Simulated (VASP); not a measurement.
Crystal: Pb.

```xyz
1
Lattice="-1.9797 1.9797 1.9797 1.9797 -1.9797 1.9797 1.9797 1.9797 -1.9797" Properties=species:S:1:pos:R:3 pbc="T T T"
Pb    0.0000    0.0000    0.0000
```

This isn't the form of Pb at room conditions, which is fcc.

| Item | Value |
| --- | --- |
| Program | VASP 6.6.1 |
| Task | relaxation of cell and atoms |
| Functional | PBEsol |
| Potentials or basis | VASP PAW PBE potentials, release 64 (Pb_d) |
| Cutoff | 600 eV |
| k mesh | 9 × 9 × 9 |
| Occupations | fermi-dirac, width 0.05 eV |
| Spin | no spin polarisation |

At the start: pressure -2.0 GPa; volume 31.03 Å³/atom.

Task: Where does the relaxation end?

Result: Over 3 steps the energy falls by 8.8 meV/atom and the volume is 29.66 Å³/atom (-4.4 %); space group Im-3m (No. 229, to 0.1 Å) before and after.

Step by step:
```csv
step,energy change (eV),largest force (eV/Å),pressure (GPa),volume (Å³)
1,0.0000,0.0000,-1.97,31.03
2,-0.0083,0.0000,0.53,29.35
3,-0.0088,0.0000,-0.01,29.66
```

Final structure:
```
Pb
1.0
    -1.94997    1.94997    1.94997
     1.94997   -1.94997    1.94997
     1.94997    1.94997   -1.94997
Pb
1
Direct
  0.00000 0.00000 0.00000
```

Caveat: the PAW data sets were made with another functional, which shifts forces and pressure a little.
